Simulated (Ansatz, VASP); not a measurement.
**Re in VASP and in Ansatz**

```
Re
1.0
     2.75269    0.00000    0.00000
    -1.37635    2.38390    0.00000
     0.00000    0.00000    8.86959
Re
4
Direct
  0.00000 0.00000 0.00000
  0.00000 0.00000 0.50000
  0.33333 0.66667 0.25000
  0.66667 0.33333 0.75000
```

Alike in both runs: task single point; functional PBEsol; k mesh 15 × 15 × 4; occupations fermi-dirac, width 0.1 eV; no spin polarisation.

|  | VASP | Ansatz |
| --- | --- | --- |
| version | VASP 6.6.1 | Ansatz 0.2.0 |
| potentials or method | VASP PAW PBE potentials, release 64 (Re), cutoff 520 eV | plane waves (420 eV) with PAW, scalar-relativistic |
| valence electrons in the cell | 28 | 60 |

VASP gave:

```
pressure (GPa)                                                : 0.1
traceless stress, the component that is largest in VASP (GPa) : 0.13
```

**Question.** What did Ansatz give for the same quantities?

**Answer.** Pressure (GPa): 0.1; traceless stress, the component that is largest in VASP (GPa): 0.16.

VASP's potentials were made for PBE, not for PBEsol, and Ansatz warns of the same on its side. VASP's potentials hold 28 valence electrons a cell and Ansatz's 60, so a difference there can come from the potentials and not from the codes.

Neither program's run includes spin-orbit coupling.
